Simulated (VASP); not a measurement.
# Rb (Im-3m) in VASP: a series of runs

Runs on Rb. Level: LDA. Tasks: single point.

All numbers are computed with VASP 6.6.1; they aren't measurements. Logs are shortened: lines on timing, memory, paths and dates and some standing lists are left out, and cuts for length are marked.

## (1) The cell of the first run

The structure is cubic, space group Im-3m (No. 229). Conventional cell: a = 5.372 Å, b = 5.372 Å, c = 5.372 Å, α = 90.00°, β = 90.00°, γ = 90.00°.

## (2) Single point, LDA

INCAR reads:

```
ALGO = Normal
EDIFF = 1E-6
ENCUT = 520
ISIF = 2
ISMEAR = 1
LASPH = True
LCHARG = False
LREAL = False
LWAVE = False
NBANDS = 10
NELM = 100
PREC = Accurate
SIGMA = 0.3
```

KPOINTS reads:

```
k-points
0
Gamma
  8 8 8
```

POSCAR reads:

```
Rb
1.0
   -2.6859640533      2.6859640533      2.6859640533
    2.6859640533     -2.6859640533      2.6859640533
    2.6859640533      2.6859640533     -2.6859640533
Rb
1
Direct
    0.0000000000      0.0000000000      0.0000000000
```

Potentials or basis: VASP PAW LDA potentials, release 64 (Rb_sv).

Command:

```bash
$ cat potpaw_LDA.64/Rb_sv/POTCAR > POTCAR
$ mpirun -np 1 vasp_std > vasp.out
```

OUTCAR:

```text
EDIFF = 1E-6
   ENCUT = 520
   ISIF = 2
   ISMEAR = 1
   LASPH = True
   LREAL = False
   NELM = 100
   PREC = Accurate

 ion  position               nearest neighbor table
   1  0.000  0.000  0.000-

  LATTYP: Found a body centered cubic cell.
 ALAT       =     5.3719281066

  Lattice vectors:

 A1 = (  -2.6859640533,   2.6859640533,   2.6859640533)
 A2 = (   2.6859640533,  -2.6859640533,   2.6859640533)
 A3 = (   2.6859640533,   2.6859640533,  -2.6859640533)

Analysis of symmetry for initial positions (statically):
=====================================================================
 Subroutine PRICEL returns:
 Original cell was already a primitive cell.

 Routine SETGRP: Setting up the symmetry group for a
 body centered cubic supercell.

 Subroutine GETGRP returns: Found 48 space group operations
 (whereof 48 operations were pure point group operations)
 out of a pool of 48 trial point group operations.

The static configuration has the point symmetry O_h .

Analysis of symmetry for dynamics (positions and initial velocities):
=====================================================================
 Subroutine PRICEL returns:
 Original cell was already a primitive cell.

 Routine SETGRP: Setting up the symmetry group for a
 body centered cubic supercell.

 Subroutine GETGRP returns: Found 48 space group operations
 (whereof 48 operations were pure point group operations)
 out of a pool of 48 trial point group operations.

The dynamic configuration has the point symmetry O_h .

 Subroutine INISYM returns: Found 48 space group operations
 (whereof 48 operations are pure point group operations),
 and found     1 'primitive' translations

----------------------------------------------------------------------------------------

                                     Primitive cell

  volume of cell :      77.5105

  direct lattice vectors                    reciprocal lattice vectors
    -2.685964053  2.685964053  2.685964053     0.000000000  0.186152901  0.186152901
     2.685964053 -2.685964053  2.685964053     0.186152901  0.000000000  0.186152901
     2.685964053  2.685964053 -2.685964053     0.186152901  0.186152901  0.000000000

  length of vectors
     4.652226208  4.652226208  4.652226208     0.263259957  0.263259957  0.263259957

  position of ions in fractional coordinates (direct lattice)
     0.000000000  0.000000000  0.000000000

  ion indices of the primitive-cell ions
   primitive index   ion index
                 1           1

----------------------------------------------------------------------------------------

 KPOINTS: k-points

Automatic generation of k-mesh.
 Grid dimensions read from file:
 generate k-points for:    8    8    8

 Generating k-lattice:

  Cartesian coordinates                     Fractional coordinates (reciprocal lattice)
     0.000000000  0.023269113  0.023269113     0.125000000  0.000000000  0.000000000
     0.023269113  0.000000000  0.023269113     0.000000000  0.125000000  0.000000000
     0.023269113  0.023269113  0.000000000     0.000000000  0.000000000  0.125000000

  Length of vectors
     0.032907495  0.032907495  0.032907495

  Shift w.r.t. Gamma in fractional coordinates (k-lattice)
     0.000000000  0.000000000  0.000000000

 Subroutine IBZKPT returns following result:
 ===========================================

 Found     29 irreducible k-points:

 Following reciprocal coordinates:
            Coordinates               Weight
  0.000000  0.000000  0.000000      1.000000
  0.125000  0.000000  0.000000     12.000000
  0.250000  0.000000  0.000000     12.000000
  0.375000  0.000000  0.000000     12.000000
  0.500000  0.000000  0.000000      6.000000
  0.125000  0.125000  0.000000     24.000000
[... 16 lines left out ...]
 -0.250000  0.250000  0.250000      6.000000
 -0.375000  0.375000  0.250000     24.000000
 [... further k-points ...]
   k-points           NKPTS =     29   k-points in BZ     NKDIM =     29   number of bands    NBANDS=     10
   number of dos      NEDOS =    301   number of ions     NIONS =      1
   total plane-waves  NPLWV =  46656
   dimension x,y,z NGX =    36 NGY =   36 NGZ =   36
   dimension x,y,z NGXF=    72 NGYF=   72 NGZF=   72
   ions per type =               1
   NGX,Y,Z   is equivalent  to a cutoff of  12.86, 12.86, 12.86 a.u.
   NGXF,Y,Z  is equivalent  to a cutoff of  25.73, 25.73, 25.73 a.u.
 SYSTEM =  unknown system
   PREC   = accura    normal or accurate (medium, high low for compatibility)
   ISTART =      0    job   : 0-new  1-cont  2-samecut
   ICHARG =      2    charge: 1-file 2-atom 10-const
   ISPIN  =      1    spin polarized calculation?
   LNONCOLLINEAR =      F non collinear calculations
   LSORBIT =      F    spin-orbit coupling
   LASPH  =      T    aspherical Exc in radial PAW
   ENCUT  =  520.0 eV  38.22 Ry    6.18 a.u.   8.65  8.65  8.65*2*pi/ulx,y,z
   NELM   =    100;   NELMIN=  2; NELMDL= -5     # of ELM steps
   EDIFF  = 0.1E-05   stopping-criterion for ELM
   LREAL  =      F    real-space projection
   EDIFFG = 0.1E-04   stopping-criterion for IOM
   NSW    =      0    number of steps for IOM
   IBRION =     -1    ionic relax: 0-MD 1-quasi-New 2-CG
   NFREE  =      0    steps in history (QN), initial steepest desc. (CG)
   ISIF   =      2    stress and relaxation
   ISYM   =      2    0-nonsym 1-usesym 2-fastsym
   POTIM  = 0.5000    time-step for ionic-motion
   TEBEG  =    0.0;   TEEND  =   0.0 temperature during run
   PSTRESS=    0.0 pullay stress
   NELECT =       9.0000    total number of electrons
   NUPDOWN=      -1.0000    fix difference up-down
   EMIN   =  10.00;   EMAX   =-10.00  energy-range for DOS
   EFERMI =   0.00;   METHOD = LEGACY
   ISMEAR =     1;   SIGMA  =   0.30  broadening in eV -4-tet -1-fermi 0-gaus
   EFERMI_NEDOS =   21; number of points for ismear=-14 and -15
   IALGO  =     38    algorithm
   IMIX   =      4    mixing-type and parameters
     AMIX     =   0.40;   BMIX     =  1.00
     AMIX_MAG =   1.60;   BMIX_MAG =  1.00
  volume/ion in A,a.u.               =      77.51       523.07
  Fermi-wavevector in a.u.,A,eV,Ry     =   0.798673  1.509272  8.678857  0.637878
  Thomas-Fermi vector in A             =   1.905629
   LORBIT       =      0    0 simple, 1 ext, 2 COOP (PROOUT), +10 PAW based schemes
   GGA     = CA    functional components
   LHFCALC =     F    Hartree Fock is set to
   AEXX    =    0.0000 exact exchange contribution
   IVDW    =     0    specifies the selected vdW correction
   LEPSILON=     F    determine dielectric tensor
   LRPA    =     F    only Hartree local field effects (RPA)
 non-spin polarized calculation
 Methfessel and Paxton  Order N= 1 SIGMA  =   0.30
  energy-cutoff  :      520.00
  volume of cell :       77.51
 maximum number of plane-waves:      2112
   NGX = 17   NGY = 17   NGZ = 17

 number of electron       9.0000000 magnetization

 Free energy of the ion-electron system (eV)
  ---------------------------------------------------
  ext. energy  EPLUGINS =         0.00000000
  ---------------------------------------------------
  free energy    TOTEN  =        -1.05682634 eV

  energy without entropy =       -1.05048303  energy(sigma->0) =       -1.05471190

 E-fermi :   0.1723     XC(G=0):  -6.1025

 val. band max:        0.1594516275   @ k =   0.2500   0.2500   0.0000
 cond. band min:       0.2288027421   @ k =   0.3750   0.1250   0.0000
 fundamental gap:      0.0693511146
 Fermi energy:         0.1722881455

 k-point     1 :       0.0000    0.0000    0.0000
  band No.  band energies     occupation
      1     -28.5529      2.00000
      2     -12.6311      2.00000
      3     -12.6311      2.00000
      4     -12.6311      2.00000
      5      -2.0406      2.00000
      6       3.8833     -0.00000
      7       3.8833     -0.00000
      8       3.8833     -0.00000
      9       4.9833     -0.00000
     10       4.9833     -0.00000

 k-point     2 :       0.1250    0.0000    0.0000
  band No.  band energies     occupation
      1     -28.5515      2.00000
      2     -12.6570      2.00000
      3     -12.6393      2.00000
      4     -12.6312      2.00000
      5      -1.8259      2.00000
      6       3.5785     -0.00000
      7       3.6310     -0.00000
      8       4.0906     -0.00000
      9       4.6994     -0.00000
     10       4.9291     -0.00000

 k-point     3 :       0.2500    0.0000    0.0000
  band No.  band energies     occupation
      1     -28.5482      2.00000
      2     -12.7182      2.00000
      3     -12.6590      2.00000
      4     -12.6314      2.00000
      5      -1.2226      2.00000
      6       2.6874     -0.00000
      7       3.1742     -0.00000
      8       4.6971     -0.00000
      9       4.7790     -0.00000
     10       4.9313     -0.00000

 k-point     4 :       0.3750    0.0000    0.0000
  band No.  band energies     occupation
      1     -28.5449      2.00000
      2     -12.7776      2.00000
      3     -12.6785      2.00000
      4     -12.6316      2.00000
      5      -0.3602      2.03083
      6       1.7758     -0.00000
      7       2.8295     -0.00000
      8       4.8139     -0.00000
      9       5.1764     -0.00000
     10       5.6574     -0.00000
[... 222 lines left out ...]
 k-point    22 :       0.2500    0.2500    0.2500
  band No.  band energies     occupation
      1     -28.5430      2.00000
      2     -12.7149      2.00000
      3     -12.7149      2.00000
      4     -12.7149      2.00000
      5       1.5348     -0.00000
      6       1.5348     -0.00000
      7       1.5348     -0.00000
      8       3.1116     -0.00000
      9       5.7568     -0.00000
     10       5.7568     -0.00000

 k-point    23 :      -0.2500    0.2500    0.2500
  band No.  band energies     occupation
      1     -28.5440      2.00000
      2     -12.7212      2.00000
      3     -12.6892      2.00000
      4     -12.6892      2.00000
      5      -0.4794      2.00881
      6       2.4971     -0.00000
      7       3.3392     -0.00000
      8       3.3392     -0.00000
      9       4.8751     -0.00000
     10       4.9112     -0.00000

 k-point    24 :      -0.3750    0.3750    0.2500
  band No.  band energies     occupation
      1     -28.5411      2.00000
      2     -12.7578      2.00000
      3     -12.7103      2.00000
      4     -12.6940      2.00000
      5       0.3020      0.33858
      6       1.8477     -0.00000
      7       3.2583     -0.00000
      8       3.2755     -0.00000
      9       4.4299     -0.00000
     10       5.5984     -0.00000

 [... further k-points ...]

------------------------ aborting loop because EDIFF is reached ----------------------------------------

  FORCE on cell =-STRESS in cart. coord.  units (eV):
  Direction    XX          YY          ZZ          XY          YZ          ZX
  --------------------------------------------------------------------------------------
  -------------------------------------------------------------------------------------
  Total        0.0045238      0.0045238      0.0045238      0.0000000     -0.0000000      0.0000000
  in kB        0.0935082      0.0935082      0.0935082      0.0000000     -0.0000000      0.0000000
  external PRESSURE =       0.0935082 kB  Pullay stress =       0.0000000 kB

 VOLUME and BASIS-vectors are now :
 -----------------------------------------------------------------------------
  energy-cutoff  :      520.00
  volume of cell :       77.51
      direct lattice vectors                 reciprocal lattice vectors
    -2.685964053  2.685964053  2.685964053     0.000000000  0.186152901  0.186152901
     2.685964053 -2.685964053  2.685964053     0.186152901  0.000000000  0.186152901
     2.685964053  2.685964053 -2.685964053     0.186152901  0.186152901  0.000000000

 POSITION                                       TOTAL-FORCE (eV/Angst)
 -----------------------------------------------------------------------------------
      0.00000      0.00000      0.00000         0.000000     -0.000000      0.000000
 -----------------------------------------------------------------------------------
    total drift:                               -0.000000     -0.000000      0.000000

  FREE ENERGIE OF THE ION-ELECTRON SYSTEM (eV)
  ---------------------------------------------------
  free  energy   TOTEN  =        -1.0568263383 eV

  energy  without entropy=       -1.0504830256  energy(sigma->0) =       -1.05471190
```

Wall time 29 s (1 thread of AMD EPYC 7R13, shared host); peak memory 0.14 GiB.

Results:

* Free energy: -1.0568 eV
* Pressure: 0.0 GPa
* Band gap on the k mesh: zero (an odd number of electrons rules out a gap without spin polarisation)

Caveat: so wide a smearing shifts energies and pressures.

## (3) Single point, LDA

INCAR reads:

```
SYSTEM = Rb
PREC = Accurate
ENCUT = 520
EDIFF = 1E-6
ISMEAR = 1
SIGMA = 1.0
LREAL = .FALSE.
LASPH = .TRUE.
NELM = 60
ALGO = Normal
ISIF = 2
LWAVE = .FALSE.
LCHARG = .FALSE.
NBANDS = 10
```

KPOINTS reads:

```
Automatic mesh
0
G
  8 8 8
  0 0 0
```

POSCAR is that of step 2.

Potentials or basis: VASP PAW LDA potentials, release 64 (Rb_sv).

Command:

```bash
$ cat potpaw_LDA.64/Rb_sv/POTCAR > POTCAR
$ mpirun -np 1 vasp_std > vasp.out
```

OUTCAR:

```text
SYSTEM = Rb
   PREC = Accurate
   ENCUT = 520
   EDIFF = 1E-6
   ISMEAR = 1
   LREAL = .FALSE.
   LASPH = .TRUE.
   NELM = 60
   ISIF = 2

 ion  position               nearest neighbor table
   1  0.000  0.000  0.000-

  LATTYP: Found a body centered cubic cell.
 ALAT       =     5.3719281066

  Lattice vectors:

 A1 = (  -2.6859640533,   2.6859640533,   2.6859640533)
 A2 = (   2.6859640533,  -2.6859640533,   2.6859640533)
[... 490 lines left out ...]
      9       4.4294     -0.00000
     10       5.5973     -0.00000

 [... further k-points ...]

------------------------ aborting loop because EDIFF is reached ----------------------------------------

  FORCE on cell =-STRESS in cart. coord.  units (eV):
  Direction    XX          YY          ZZ          XY          YZ          ZX
  --------------------------------------------------------------------------------------
  -------------------------------------------------------------------------------------
  Total       -0.0046998     -0.0046998     -0.0046998     -0.0000000     -0.0000000     -0.0000000
  in kB       -0.0971474     -0.0971474     -0.0971474     -0.0000000     -0.0000000     -0.0000000
  external PRESSURE =      -0.0971474 kB  Pullay stress =       0.0000000 kB

 VOLUME and BASIS-vectors are now :
 -----------------------------------------------------------------------------
  energy-cutoff  :      520.00
  volume of cell :       77.51
      direct lattice vectors                 reciprocal lattice vectors
    -2.685964053  2.685964053  2.685964053     0.000000000  0.186152901  0.186152901
     2.685964053 -2.685964053  2.685964053     0.186152901  0.000000000  0.186152901
     2.685964053  2.685964053 -2.685964053     0.186152901  0.186152901  0.000000000

 POSITION                                       TOTAL-FORCE (eV/Angst)
 -----------------------------------------------------------------------------------
      0.00000      0.00000      0.00000         0.000000      0.000000      0.000000
 -----------------------------------------------------------------------------------
    total drift:                               -0.000000     -0.000000      0.000000

  FREE ENERGIE OF THE ION-ELECTRON SYSTEM (eV)
  ---------------------------------------------------
  free  energy   TOTEN  =        -1.0575281743 eV

  energy  without entropy=       -1.0811235628  energy(sigma->0) =       -1.06539330
```

OSZICAR:

```text
N       E                     dE             d eps       ncg     rms          rms(c)
DAV:   1     0.395945326939E+02    0.39595E+02   -0.33936E+03   580   0.670E+02
DAV:   2     0.127724476694E+01   -0.38317E+02   -0.37646E+02   646   0.125E+02
DAV:   3    -0.974657874024E+00   -0.22519E+01   -0.22408E+01   780   0.301E+01
DAV:   4    -0.105755569951E+01   -0.82898E-01   -0.82783E-01   784   0.502E+00
DAV:   5    -0.105947714073E+01   -0.19214E-02   -0.19212E-02   792   0.568E-01    0.141E+00
DAV:   6    -0.105793964814E+01    0.15375E-02   -0.23998E-03   776   0.263E-01    0.864E-01
DAV:   7    -0.105751132955E+01    0.42832E-03   -0.36175E-03   750   0.310E-01    0.604E-02
DAV:   8    -0.105752440906E+01   -0.13080E-04   -0.23903E-04   698   0.108E-01    0.121E-02
DAV:   9    -0.105752805595E+01   -0.36469E-05   -0.79278E-06   782   0.191E-02    0.468E-03
DAV:  10    -0.105752817430E+01   -0.11835E-06   -0.24659E-06   636   0.859E-03
   1 F= -.10575282E+01 E0= -.10653933E+01  d E =0.235954E-01
```

stdout:

```text
POSCAR found type information on POSCAR Rb
 POSCAR found :  1 types and       1 ions
 scaLAPACK will be used
 LDA part: xc-table for (Slater(with rela. corr.)+CA(PZ))
 , standard interpolation
 POSCAR, INCAR and KPOINTS ok, starting setup
 FFT: planning ... GRIDC
 FFT: planning ... GRID_SOFT
 FFT: planning ... GRID
 WAVECAR not read
 entering main loop
```

Run time: 33 s. Hardware: 1 thread of AMD EPYC 7R13, shared host; peak memory 0.14 GiB.

Results:

- Free energy: -1.0575 eV
- Pressure: 0.0 GPa
- Band gap on the k mesh: zero (an odd number of electrons rules out a gap without spin polarisation)

Caveat: so wide a smearing shifts energies and pressures.
